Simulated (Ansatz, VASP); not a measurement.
## LaTlO2 in VASP and in Ansatz

```
CELL_PARAMETERS angstrom
3.78668 0.00000 0.00000
0.00000 4.14450 0.00000
0.00000 0.00000 10.93753
ATOMIC_POSITIONS crystal
Tl 0.00000 0.00000 0.87636
Tl 0.50000 0.50000 0.12364
O 0.00000 0.50000 0.75435
O 0.50000 0.00000 0.24565
O 0.00000 0.50000 0.47015
O 0.50000 0.00000 0.52985
La 0.00000 0.00000 0.38664
La 0.50000 0.50000 0.61336
```

Alike in both runs: task single point; functional PBE; k mesh 6 × 6 × 2; no spin polarisation.

|  | VASP | Ansatz |
| --- | --- | --- |
| version | VASP 6.6.1 | Ansatz 0.2.0 |
| potentials or method | VASP PAW PBE potentials, release 64 (Tl_d, O, La) | plane waves, PAW |
| plane-wave cutoff (eV) | 600 | 420 |
| occupations | gaussian, width 0.01 eV | fixed |
| valence electrons in the cell | 72 | 72 |

Ansatz gave:

- gap on the k mesh at the Fermi level (eV): 0.81
- pressure (GPa): 5.0
- rms of the force components (eV/Å): 0.192

**Question.** Which values does VASP return?

**Answer.** gap on the k mesh at the Fermi level (eV): 0.80; pressure (GPa): 4.8; rms of the force components (eV/Å): 0.187.

Neither program's run includes spin-orbit coupling.
